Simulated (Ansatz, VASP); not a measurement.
## CsH: VASP beside Ansatz

```xyz
2
Lattice="0.0896 3.1880 3.1880 3.1880 0.0896 3.1880 3.2776 3.2776 0.0000" Properties=species:S:1:pos:R:3 pbc="T T T"
Cs    0.0000    0.0000    0.0000
H     3.2776    3.2776    3.1880
```

Change from the starting cell: strain +0.0562 x Voigt [0, 0, 0, 0, 0, 1], atoms carried along.

Alike in both runs: task single point; functional LDA; k mesh 8 × 8 × 8; occupations gaussian, width 0.05 eV; no spin polarisation.

|  | VASP | Ansatz |
| --- | --- | --- |
| version | VASP 6.6.1 | Ansatz 0.2.0 |
| potentials or method | VASP PAW LDA potentials, release 64 (Cs_sv, H), cutoff 520 eV | scalar-relativistic, plane waves, PAW |
| valence electrons in the cell | 10 | 10 |

VASP gave:

- gap on the k mesh at the Fermi level (eV): 1.90
- least direct gap on the mesh (eV): 1.93
- pressure (GPa): -1.2
- traceless stress, the component that is largest in VASP (GPa): -0.31

Task: What did Ansatz give for the same quantities?

Result: gap on the k mesh at the Fermi level (eV): 1.92; least direct gap on the mesh (eV): 1.95; pressure (GPa): -1.3; traceless stress, the component that is largest in VASP (GPa): -0.31.

LDA's correlation is that of Perdew and Zunger in VASP and of Perdew and Wang (1992) in Ansatz.

Spin-orbit coupling is off throughout.
